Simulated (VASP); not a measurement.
# WS2: single point with PBE

WS2:

```
W S
1.0
     1.59387    0.92022    7.47445
    -1.59387    0.92022    7.47445
     0.00000   -1.84045    7.47445
W S
1 2
Direct
  0.00068 0.00068 0.00068
  0.40407 0.40407 0.40407
  0.26395 0.26395 0.26395
```

* Program: VASP 6.6.1
* Task: single point
* Functional: PBE
* Potentials or basis: VASP PAW PBE potentials, release 64 (W_sv, S)
* Cutoff: 520 eV
* k mesh: 12 × 12 × 12
* Occupations: gaussian, width 0.02 eV
* Spin: no spin polarisation
* Dipole correction: no
* Further INCAR settings: ALGO = Normal; EDIFF = 1e-06; NBANDS = 20

| Item | Value |
| --- | --- |
| Pressure | 0.0 GPa |
| Largest force | 0.004 eV/Å |
| Band gap on the k mesh | 1.65 eV (least direct gap 1.81 eV) |

Forces in eV/Å, atoms in the order of the input:
```
W    0.000  0.000  0.000
S    0.000  0.000  0.004
S    0.000  0.000 -0.004
```

Levels at points of the mesh, in eV from the valence-band top:
| k point | band 10 | band 11 | band 12 | band 13 | band 14 | band 15 | band 16 | band 17 |
| --- | --- | --- | --- | --- | --- | --- | --- | --- |
| (0.00, 0.00, 0.00) | -2.00 | -1.78 | -1.78 | -0.40 | 2.70 | 2.70 | 2.86 | 2.86 |
| (0.50, 0.00, 0.00) | -3.56 | -2.26 | -1.44 | -1.11 | 2.67 | 3.10 | 3.94 | 4.51 |
| (0.50, 0.50, 0.00) | -3.55 | -2.35 | -1.45 | -1.07 | 2.67 | 3.13 | 3.80 | 4.55 |
| (0.50, 0.50, 0.50) | -2.53 | -1.78 | -1.78 | 0.00 | 2.71 | 2.71 | 2.85 | 2.85 |

Wall time 6 min on 1 thread of Intel(R) Xeon(R) 6975P-C (Granite Rapids), on a shared host, peak memory 0.63 GiB.

Caveat: spin-orbit coupling is left out, which moves the levels of the heavy elements. A k mesh can miss the band edges.
